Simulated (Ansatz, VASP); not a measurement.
One calculation of WS2, two programs

Contents of INCAR:

```
SYSTEM = WS2
  PREC = Accurate
  ENCUT = 520
  EDIFF = 1E-6
  ISMEAR = 0
  SIGMA = 0.05
  LREAL = .FALSE.
  LASPH = .TRUE.
  NELM = 60
  ALGO = Normal
  ISIF = 2
  LWAVE = .FALSE.
  LCHARG = .FALSE.
  GGA = PS
  NBANDS = 35
```

Contents of KPOINTS:

```
Automatic mesh
0
G
  12 12 2
  0 0 0
```

POSCAR

```
WS2
1.0
    3.0674134129      0.0000000000      0.0000000000
   -1.5337067064      2.6564579395      0.0000000000
    0.0000000000      0.0000000000     22.9816898110
W S
2 4
Direct
    0.3333333333      0.6666666667      0.6345659624
    0.6666666667      0.3333333333      0.3654340376
    0.3333333333      0.6666666667      0.2989660749
    0.6666666667      0.3333333333      0.5680485953
    0.3333333333      0.6666666667      0.4319514047
    0.6666666667      0.3333333333      0.7010339251
```

Input for Ansatz:

```yaml
crystal:
  lattice:
    - [3.0674134129, 0.0, 0.0]
    - [-1.5337067064, 2.6564579395, 0.0]
    - [0.0, 0.0, 22.981689811]
  atoms:
    - { symbol: W, position: [0.3333333333, 0.6666666667, 0.6345659624] }
    - { symbol: W, position: [0.6666666667, 0.3333333333, 0.3654340376] }
    - { symbol: S, position: [0.3333333333, 0.6666666667, 0.2989660749] }
    - { symbol: S, position: [0.6666666667, 0.3333333333, 0.5680485953] }
    - { symbol: S, position: [0.3333333333, 0.6666666667, 0.4319514047] }
    - { symbol: S, position: [0.6666666667, 0.3333333333, 0.7010339251] }
basis:
  ecutwfc: 420
kpoints:
  mp_grid: { grid: [12, 12, 2] }
hamiltonian:
  xc: pbesol
  pseudopotentials: { kind: paw, azcp: { folder: soft_1 } }
scf:
  occupations: { method: gaussian, width: 0.05 }
output:
  forces: true
  stress: true
  eigenvalues: true
```

Change from the starting cell: equal engineering shear yz, xz and xy +0.0000, equal normal strain along x, y and z -0.0250.

Alike in both runs: task single point; functional PBEsol; k mesh 12 × 12 × 2; occupations gaussian, width 0.05 eV; no spin polarisation.

|  | VASP | Ansatz |
| --- | --- | --- |
| version | VASP 6.6.1 | Ansatz 0.2.0 |
| potentials or method | VASP PAW PBE potentials, release 64 (W_sv, S), cutoff 520 eV | scalar-relativistic, plane waves, PAW |
| valence electrons in the cell | 52 | 52 |

```tsv
	VASP	Ansatz	Ansatz less VASP
gap on the k mesh at the Fermi level (eV)	1.56	1.55	-0.015
least direct gap on the mesh (eV)	2.10	2.09	-0.005
rms of the force components (eV/Å)	0.743	0.733	-0.0102
```

VASP's potentials were made for PBE, not for PBEsol, and Ansatz warns of the same on its side. Atom by atom the forces differ by 0.010 eV/Å (rms over components). With one functional, cell and mesh, what is left measures potentials, basis and numerics.

Neither program's run includes spin-orbit coupling.
